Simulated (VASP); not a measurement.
A run of VASP 6.6.1 is set up as follows.

Contents of INCAR:

```
ALGO = Normal
EDIFF = 1E-7
ENCUT = 520
GGA = CA
ISIF = 2
ISMEAR = -1
LASPH = T
LCHARG = T
LELF = T
LREAL = F
LVHAR = T
LWAVE = F
NBANDS = 12
NELM = 100
PREC = Accurate
SIGMA = 0.1
```

Contents of KPOINTS:

```
k-points
0
Gamma
  13 13 13
```

Contents of POSCAR:

```
Nb
1.0
    2.7348672818      0.0000000000      0.0000000000
    0.0000000000      2.7348672818      0.0000000000
    0.0000000000      0.0000000000      2.7348672818
Nb
1
Direct
    0.0000000000      0.0000000000      0.0000000000
```

Potentials or basis: VASP PAW LDA potentials, release 64 (Nb_sv).

Run with:

```bash
$ cat potpaw_LDA.64/Nb_sv/POTCAR > POTCAR
$ mpirun -np 1 vasp_std > vasp.out
```

Problem. What does it give for the pressure?

Solution. -10.4 GPa.
